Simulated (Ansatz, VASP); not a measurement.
## Two plane-wave programs on FeO

```
CELL_PARAMETERS angstrom
0.00000 2.15540 2.15540
2.15540 0.00000 2.15540
2.15540 2.15540 0.00000
ATOMIC_POSITIONS crystal
Fe 0.00000 0.00000 0.00000
O 0.50000 0.50000 0.50000
```

Alike in both runs: task single point; functional PBEsol; k mesh 9 × 9 × 9; occupations fermi-dirac, width 0.05 eV; collinear spin; fixed moment 3 μB.

|  | VASP | Ansatz |
| --- | --- | --- |
| version | VASP 6.6.1 | Ansatz 0.2.0 |
| potentials or method | VASP PAW PBE potentials, release 64 (Fe_sv, O) | Ansatz PAW |
| plane-wave cutoff (eV) | 600 | 420 |
| valence electrons in the cell | 22 | 22 |

Ansatz gave:

* pressure (GPa): -19.7
* net moment per atom (μB): 1.50
* size of the moment on the site where the two differ most (μB): 2.72

Question: What did VASP give for the same quantities?

Answer: Pressure (GPa): -21.8; net moment per atom (μB): 1.50; size of the moment on the site where the two differ most (μB): 2.74.

VASP's potentials were made for PBE, not for PBEsol. Site moments also hang on the region over which each program counts them.
